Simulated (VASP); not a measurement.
BiP, 2 atoms in the cell. It takes space group Pm-3m (No. 221, cubic). Conventional cell: a = 3.550 Å, b = 3.550 Å, c = 3.550 Å, α = 90.00°, β = 90.00°, γ = 90.00°. Within 4.0 Å of Bi (site symmetry m-3m) lie 8 P at 3.07 Å and 6 Bi at 3.55 Å. P (site symmetry m-3m) has 8 Bi at 3.07 Å and 6 P at 3.55 Å within 4.0 Å. 

```yaml
Program: VASP 6.6.1
Task: single point
Functional: r2SCAN
Potentials_or_basis: VASP PAW PBE potentials, release 64 (Bi_d, P)
Cutoff: 520 eV
k_mesh: 10 × 10 × 10
Occupations: gaussian, width 0.05 eV
Spin: no spin polarisation
Dipole_correction: no
Further_INCAR_settings: ALGO = Normal; EDIFF = 1e-06; NBANDS = 17
```

Potentials or basis: VASP PAW PBE potentials, release 64 (Bi_d, P).

Command:

```bash
$ cat potpaw_PBE.64/Bi_d/POTCAR potpaw_PBE.64/P/POTCAR > POTCAR
$ cp INCAR.step1 INCAR
$ mpirun -np 1 vasp_std > vasp.out
$ cp INCAR.step2 INCAR
$ mpirun -np 1 vasp_std > vasp.out
```

Hardware: 1 thread of Intel(R) Xeon(R) 6975P-C (Granite Rapids), with other jobs on the host.

How long does it take, and how much memory?

Run time: 63 s on 1 thread of Intel(R) Xeon(R) 6975P-C (Granite Rapids) (shared host), peak memory 0.18 GiB. Counts: k points 56.
